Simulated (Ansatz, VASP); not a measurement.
**Two plane-wave programs on Os**

The input INCAR:

```
SYSTEM = Os
ALGO     = Normal         ! electronic algorithm
EDIFF    = 1E-7           ! SCF threshold, eV
ENCUT    = 520            ! plane-wave cutoff, eV
GGA      = PS             ! functional
GGA_COMPAT= .FALSE.      
ISIF     = 2              ! what is computed and relaxed
ISMEAR   = -1             ! smearing method
LASPH    = .TRUE.         ! aspherical terms in the spheres
LCHARG   = .FALSE.        ! write CHGCAR
LMAXMIX  = 4              ! l up to which the mixer works
LORBIT   = 11             ! projections on sites
LORBMOM  = .TRUE.       
LREAL    = .FALSE.        ! projectors in reciprocal space
LSORBIT  = .TRUE.         ! spin-orbit coupling
LWAVE    = .FALSE.        ! write WAVECAR
MAGMOM   = 0 0 0 0 0 0    ! initial moments
NBANDS   = 28             ! bands
NELM     = 150            ! most SCF steps
PREC     = Accurate       ! precision mode
SIGMA    = 0.05           ! smearing width, eV
```

Contents of KPOINTS:

```
k-points
0
G
  11 11 6
  0 0 0
```

POSCAR

```
Os
1.0
    2.7877234178      0.0000000000      0.0000000000
   -1.3938617089      2.4142392985      0.0000000000
    0.0000000000      0.0000000000      4.4044215090
Os
2
Direct
    0.6666666667      0.3333333333      0.7500000000
    0.3333333333      0.6666666667      0.2500000000
```

File input.yaml:

```yaml
crystal:
  lattice:
    - [2.7877234178, 0.0, 0.0]
    - [-1.3938617089, 2.4142392985, 0.0]
    - [0.0, 0.0, 4.404421509]
  atoms:
    - { symbol: Os, position: [0.6666666667, 0.3333333333, 0.75] }
    - { symbol: Os, position: [0.3333333333, 0.6666666667, 0.25] }
hamiltonian:
  xc: pbesol
  pseudopotentials: { kind: paw_fr }
magnetization:
  noncollinear: true
  spin_orbit: true
kpoints:
  mp_grid: { grid: [11, 11, 6] }
scf:
  occupations: { method: fermi_dirac, width: 0.05 }
output:
  forces: true
  stress: true
  eigenvalues: true
  write_density: true
  write_potential: true
  elf: true
  volumetric_format: npy
```

Alike in both runs: task single point; functional PBEsol; k mesh 11 × 11 × 6; occupations fermi-dirac, width 0.05 eV; non-collinear spin, spin-orbit coupling.

```csv
,VASP,Ansatz
version,VASP 6.6.1,Ansatz 0.2.0
potentials or method,"VASP PAW PBE potentials, release 64 (Os)",Ansatz PAW
plane-wave cutoff (eV),520,420
valence electrons in the cell,16,32
```

Ansatz gave:

```
pressure (GPa)                                                : -23.4
traceless stress, the component that is largest in VASP (GPa) : -1.28
```

Estimate VASP's values.

pressure (GPa): -23.5; traceless stress, the component that is largest in VASP (GPa): -1.26.

VASP's potentials were made for PBE, not for PBEsol. VASP's potentials hold 16 valence electrons a cell and Ansatz's 32, so a difference there can come from the potentials and not from the codes.
